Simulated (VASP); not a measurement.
# AlAs5 (P6/mmm) in VASP: notebook, part 2 of 3

VASP 6.6.1. Earlier steps stand in the parts before.

## (3) Single point, PBE

This run uses another cell than the first one, of 21.34 Å³/atom.

Input file INCAR:

```
  ALGO = Normal
  EDIFF = 1E-6
  ENCUT = 520
  GGA = PE
  ISIF = 2
  ISMEAR = 0
  LASPH = True
  LCHARG = False
  LREAL = False
  LWAVE = False
  NBANDS = 23
  NELM = 100
  PREC = Accurate
  SIGMA = 0.1
```

Input file KPOINTS:

```
k-points
0
Gamma
  12 12 8
```

Input file POSCAR:

```
AlAs5
1.0
    5.3637706193      0.0000000000      0.0000000000
   -2.6818853097      4.6451616163      0.0000000000
    0.0000000000      0.0000000000      5.1391961075
Al As
1 5
Direct
    0.0000000000      0.0000000000      0.0000000000
    0.3333333333      0.6666666667      0.0000000000
    0.6666666667      0.3333333333      0.0000000000
    0.5000000000      0.0000000000      0.5000000000
    0.5000000000      0.5000000000      0.5000000000
    0.0000000000      0.5000000000      0.5000000000
```

Potentials or basis: VASP PAW PBE potentials, release 64 (Al, As).

On the command line:

```
> cat potpaw_PBE.64/Al/POTCAR potpaw_PBE.64/As/POTCAR > POTCAR
> mpirun -np 1 vasp_std > vasp.out
```

OUTCAR:

```text
EDIFF = 1E-6
   ENCUT = 520
   GGA = PE
   ISIF = 2
   ISMEAR = 0
   LASPH = True
   LREAL = False
   NELM = 100
   PREC = Accurate

 ion  position               nearest neighbor table
   1  0.000  0.000  0.000-   2 3.10   3 3.10   2 3.10   3 3.10   3 3.10   2 3.10
   2  0.333  0.667  0.000-   1 3.10   1 3.10   1 3.10
   3  0.667  0.333  0.000-   1 3.10   1 3.10   1 3.10
   4  0.500  0.000  0.500-   6 2.68   6 2.68   5 2.68   5 2.68
   5  0.500  0.500  0.500-   4 2.68   4 2.68   6 2.68   6 2.68
   6  0.000  0.500  0.500-   4 2.68   4 2.68   5 2.68   5 2.68

  LATTYP: Found a hexagonal cell.
 ALAT       =     5.3637706193
 C/A-ratio  =     0.9581312238

  Lattice vectors:

 A1 = (   5.3637706193,   0.0000000000,   0.0000000000)
 A2 = (  -2.6818853097,   4.6451616163,   0.0000000000)
 A3 = (   0.0000000000,   0.0000000000,   5.1391961075)

Analysis of symmetry for initial positions (statically):
=====================================================================
 Subroutine PRICEL returns:
 Original cell was already a primitive cell.

 Routine SETGRP: Setting up the symmetry group for a
 hexagonal supercell.

 Subroutine GETGRP returns: Found 24 space group operations
 (whereof 24 operations were pure point group operations)
 out of a pool of 24 trial point group operations.

The static configuration has the point symmetry D_6h.

Analysis of symmetry for dynamics (positions and initial velocities):
=====================================================================
 Subroutine PRICEL returns:
 Original cell was already a primitive cell.

 Routine SETGRP: Setting up the symmetry group for a
 hexagonal supercell.

 Subroutine GETGRP returns: Found 24 space group operations
 (whereof 24 operations were pure point group operations)
 out of a pool of 24 trial point group operations.

The dynamic configuration has the point symmetry D_6h.

 Subroutine INISYM returns: Found 24 space group operations
 (whereof 24 operations are pure point group operations),
 and found     1 'primitive' translations

----------------------------------------------------------------------------------------

                                     Primitive cell

  volume of cell :     128.0461

  direct lattice vectors                    reciprocal lattice vectors
     5.363770619  0.000000000  0.000000000     0.186436011  0.107638881  0.000000000
    -2.681885310  4.645161616  0.000000000     0.000000000  0.215277763  0.000000000
     0.000000000  0.000000000  5.139196108     0.000000000  0.000000000  0.194582962

  length of vectors
     5.363770619  5.363770619  5.139196108     0.215277763  0.215277763  0.194582962

  position of ions in fractional coordinates (direct lattice)
     0.000000000  0.000000000  0.000000000
     0.333333333  0.666666667  0.000000000
     0.666666667  0.333333333  0.000000000
     0.500000000  0.000000000  0.500000000
     0.500000000  0.500000000  0.500000000
     0.000000000  0.500000000  0.500000000

  ion indices of the primitive-cell ions
   primitive index   ion index
                 1           1
                 2           2
                 3           3
                 4           4
                 5           5
                 6           6

----------------------------------------------------------------------------------------
[... 31 lines left out ...]
  0.333333  0.000000  0.000000      6.000000
  0.416667  0.000000  0.000000      6.000000
[... 16 lines left out ...]
  0.250000  0.000000  0.125000     12.000000
  0.333333  0.000000  0.125000     12.000000
 [... further k-points ...]
   k-points           NKPTS =     95   k-points in BZ     NKDIM =     95   number of bands    NBANDS=     23
   number of dos      NEDOS =    301   number of ions     NIONS =      6
   total plane-waves  NPLWV =  64000
   dimension x,y,z NGX =    40 NGY =   40 NGZ =   40
   dimension x,y,z NGXF=    80 NGYF=   80 NGZF=   80
   ions per type =               1   5
   NGX,Y,Z   is equivalent  to a cutoff of  12.40, 12.40, 12.94 a.u.
   NGXF,Y,Z  is equivalent  to a cutoff of  24.80, 24.80, 25.88 a.u.
 SYSTEM =  unknown system
   PREC   = accura    normal or accurate (medium, high low for compatibility)
   ISTART =      0    job   : 0-new  1-cont  2-samecut
   ICHARG =      2    charge: 1-file 2-atom 10-const
   ISPIN  =      1    spin polarized calculation?
   LNONCOLLINEAR =      F non collinear calculations
   LSORBIT =      F    spin-orbit coupling
   LASPH  =      T    aspherical Exc in radial PAW
   ENCUT  =  520.0 eV  38.22 Ry    6.18 a.u.   9.97  9.97  9.56*2*pi/ulx,y,z
   NELM   =    100;   NELMIN=  2; NELMDL= -5     # of ELM steps
   EDIFF  = 0.1E-05   stopping-criterion for ELM
   LREAL  =      F    real-space projection
   EDIFFG = 0.1E-04   stopping-criterion for IOM
   NSW    =      0    number of steps for IOM
   IBRION =     -1    ionic relax: 0-MD 1-quasi-New 2-CG
   NFREE  =      0    steps in history (QN), initial steepest desc. (CG)
   ISIF   =      2    stress and relaxation
   ISYM   =      2    0-nonsym 1-usesym 2-fastsym
   POTIM  = 0.5000    time-step for ionic-motion
   TEBEG  =    0.0;   TEEND  =   0.0 temperature during run
   PSTRESS=    0.0 pullay stress
   NELECT =      28.0000    total number of electrons
   NUPDOWN=      -1.0000    fix difference up-down
   EMIN   =  10.00;   EMAX   =-10.00  energy-range for DOS
   EFERMI =   0.00;   METHOD = LEGACY
   ISMEAR =     0;   SIGMA  =   0.10  broadening in eV -4-tet -1-fermi 0-gaus
   EFERMI_NEDOS =   21; number of points for ismear=-14 and -15
   IALGO  =     38    algorithm
   IMIX   =      4    mixing-type and parameters
     AMIX     =   0.40;   BMIX     =  1.00
     AMIX_MAG =   1.60;   BMIX_MAG =  1.00
  volume/ion in A,a.u.               =      21.34       144.02
  Fermi-wavevector in a.u.,A,eV,Ry     =   0.986292  1.863821 13.235361  0.972772
  Thomas-Fermi vector in A             =   2.117662
   LORBIT       =      0    0 simple, 1 ext, 2 COOP (PROOUT), +10 PAW based schemes
   GGA     = PE    functional components
   LHFCALC =     F    Hartree Fock is set to
   AEXX    =    0.0000 exact exchange contribution
   IVDW    =     0    specifies the selected vdW correction
   LEPSILON=     F    determine dielectric tensor
   LRPA    =     F    only Hartree local field effects (RPA)
 non-spin polarized calculation
 Gauss-broadening in eV      SIGMA  =   0.10
  energy-cutoff  :      520.00
  volume of cell :      128.05
 maximum number of plane-waves:      3468
 NGX is ok and might be reduce to    40
   NGX = 19   NGY = 19   NGZ = 19

 number of electron      28.0000000 magnetization

 Free energy of the ion-electron system (eV)
  ---------------------------------------------------
  ext. energy  EPLUGINS =         0.00000000
  ---------------------------------------------------
  free energy    TOTEN  =       -24.03540020 eV

  energy without entropy =      -24.01817185  energy(sigma->0) =      -24.02678602

 E-fermi :   5.4684     XC(G=0):  -9.9767

 val. band max:        5.4682153913   @ k =   0.0000   0.0000   0.2500
 cond. band min:       5.4815578498   @ k =   0.4167   0.0000   0.2500
 fundamental gap:      0.0133424585
 Fermi energy:         5.4684478981

 k-point     1 :       0.0000    0.0000    0.0000
  band No.  band energies     occupation
      1      -9.2347      2.00000
      2      -5.1895      2.00000
      3      -4.5167      2.00000
      4      -3.7146      2.00000
      5      -3.7146      2.00000
      6      -0.9713      2.00000
[... 613 lines left out ...]
     22      10.0958      0.00000
     23      10.2565      0.00000

 [... further k-points ...]

------------------------ aborting loop because EDIFF is reached ----------------------------------------

  FORCE on cell =-STRESS in cart. coord.  units (eV):
  Direction    XX          YY          ZZ          XY          YZ          ZX
  --------------------------------------------------------------------------------------
  -------------------------------------------------------------------------------------
  Total        0.0913936      0.0913936      0.0409116     -0.0000000     -0.0000000      0.0000000
  in kB        1.1435637      1.1435637      0.5119063     -0.0000000     -0.0000000      0.0000000
  external PRESSURE =       0.9330112 kB  Pullay stress =       0.0000000 kB

 VOLUME and BASIS-vectors are now :
 -----------------------------------------------------------------------------
  energy-cutoff  :      520.00
  volume of cell :      128.05
      direct lattice vectors                 reciprocal lattice vectors
     5.363770619  0.000000000  0.000000000     0.186436011  0.107638881  0.000000000
    -2.681885310  4.645161616  0.000000000     0.000000000  0.215277763  0.000000000
     0.000000000  0.000000000  5.139196108     0.000000000  0.000000000  0.194582962

 POSITION                                       TOTAL-FORCE (eV/Angst)
 -----------------------------------------------------------------------------------
      0.00000      0.00000      0.00000        -0.000000      0.000000      0.000000
     -0.00000      3.09677      0.00000         0.000000     -0.000000     -0.000000
      2.68189      1.54839      0.00000        -0.000000      0.000000      0.000000
      2.68189      0.00000      2.56960        -0.000000      0.000000      0.000000
      1.34094      2.32258      2.56960        -0.000000      0.000000      0.000000
     -1.34094      2.32258      2.56960        -0.000000      0.000000      0.000000
 -----------------------------------------------------------------------------------
    total drift:                               -0.000000     -0.000000     -0.000000

  FREE ENERGIE OF THE ION-ELECTRON SYSTEM (eV)
  ---------------------------------------------------
  free  energy   TOTEN  =       -24.0354001955 eV

  energy  without entropy=      -24.0181718496  energy(sigma->0) =      -24.02678602
```

OSZICAR:

```text
N       E                     dE             d eps       ncg     rms          rms(c)
DAV:   1     0.965965579342E+02    0.96597E+02   -0.10710E+04  4370   0.996E+02
DAV:   2    -0.159676304971E+02   -0.11256E+03   -0.10661E+03  5660   0.155E+02
DAV:   3    -0.240278094546E+02   -0.80602E+01   -0.78841E+01  5523   0.406E+01
DAV:   4    -0.241376525885E+02   -0.10984E+00   -0.10963E+00  4975   0.523E+00
DAV:   5    -0.241392473568E+02   -0.15948E-02   -0.15943E-02  5987   0.633E-01    0.467E+00
DAV:   6    -0.240576500076E+02    0.81597E-01   -0.87370E-02  5182   0.115E+00    0.277E+00
DAV:   7    -0.240360702894E+02    0.21580E-01   -0.50268E-02  5043   0.923E-01    0.481E-01
DAV:   8    -0.240353408261E+02    0.72946E-03   -0.36085E-03  5077   0.275E-01    0.950E-02
DAV:   9    -0.240353814849E+02   -0.40659E-04   -0.30872E-04  5240   0.829E-02    0.443E-02
DAV:  10    -0.240353995697E+02   -0.18085E-04   -0.37956E-05  5287   0.335E-02    0.942E-03
DAV:  11    -0.240354005722E+02   -0.10025E-05   -0.62212E-06  5203   0.134E-02    0.318E-03
DAV:  12    -0.240354001955E+02    0.37669E-06   -0.10079E-06  3157   0.491E-03
   1 F= -.24035400E+02 E0= -.24026786E+02  d E =-.172283E-01
```

Run time: 2.2 min. Hardware: 1 thread of Intel Xeon Platinum 8488C (Sapphire Rapids), shared host; peak memory 0.38 GiB.

What came out:

```yaml
Free_energy: -24.0354 eV
Pressure: 0.1 GPa
Band_gap_on_the_k_mesh: zero (bands 14 and 15 overlap by 1.56 eV)
```

(Part 2 of 3 ends here.)

The gap in the log of VASP goes by the Fermi energy; the results here count the filled bands.